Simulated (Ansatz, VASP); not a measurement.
## Pb: VASP beside Ansatz

POSCAR

```
Pb
1.0
    0.0000000000      2.4946408835      2.4946408835
    2.4946408835      0.0000000000      2.4946408835
    2.4946408835      2.4946408835      0.0000000000
Pb
1
Direct
    0.0000000000      0.0000000000      0.0000000000
```

Contents of INCAR.step1:

```
SYSTEM = Pb
PREC = Accurate
ENCUT = 520
ISMEAR = -1
SIGMA = 0.1
LREAL = .FALSE.
LASPH = .TRUE.
NELM = 100
NBANDS = 13
GGA = PE
ALGO = Normal
EDIFF = 1E-4
LWAVE = .TRUE.
LCHARG = .FALSE.
```

INCAR.step2

```
SYSTEM = Pb
PREC = Accurate
ENCUT = 520
EDIFF = 1E-6
ISMEAR = -1
SIGMA = 0.1
LREAL = .FALSE.
LASPH = .TRUE.
NELM = 100
ALGO = Normal
ISIF = 2
LWAVE = .FALSE.
LCHARG = .FALSE.
METAGGA = R2SCAN
LMIXTAU = .TRUE.
NBANDS = 13
ISTART = 1
```

File KPOINTS:

```
regular mesh
0
G
  16 16 16
  0 0 0
```

Input for Ansatz:

```yaml
crystal:
  lattice:
    - [0.0, 2.4946408835, 2.4946408835]
    - [2.4946408835, 0.0, 2.4946408835]
    - [2.4946408835, 2.4946408835, 0.0]
  atoms:
    - { symbol: Pb, position: [0.0, 0.0, 0.0] }
hamiltonian:
  xc: r2scan
  pseudopotentials:
    kind: paw
    azcp:
      Pb: "pseudopotentials/Pb.paw.azcp"
basis:
  ecutwfc: 500
  fft_grid_basis: typed
kpoints:
  mp_grid: { grid: [16, 16, 16], shift: [0, 0, 0] }
magnetization:
  spin_polarized: false
scf:
  occupations: { method: fermi_dirac, width: 0.1 }
  lower_state_search: "off"
output:
  stress: true
```

Alike in both runs: task single point; functional r2SCAN; k mesh 16 × 16 × 16; occupations fermi-dirac, width 0.1 eV; no spin polarisation.

|  | VASP | Ansatz |
| --- | --- | --- |
| version | VASP 6.6.1 | Ansatz 0.2.0 |
| potentials or method | VASP PAW PBE potentials, release 64 (Pb_d), cutoff 520 eV | plane waves (500 eV) with PAW, scalar-relativistic |
| valence electrons in the cell | 14 | 14 |

|  | VASP | Ansatz | Ansatz less VASP |
| --- | --- | --- | --- |
| pressure (GPa) | 0.1 | 0.1 | +0.01 |

VASP's potentials were made for PBE, not for r2SCAN. The functional is the same, so the differences come from potentials, cutoffs and numerics.

Neither program's run includes spin-orbit coupling.
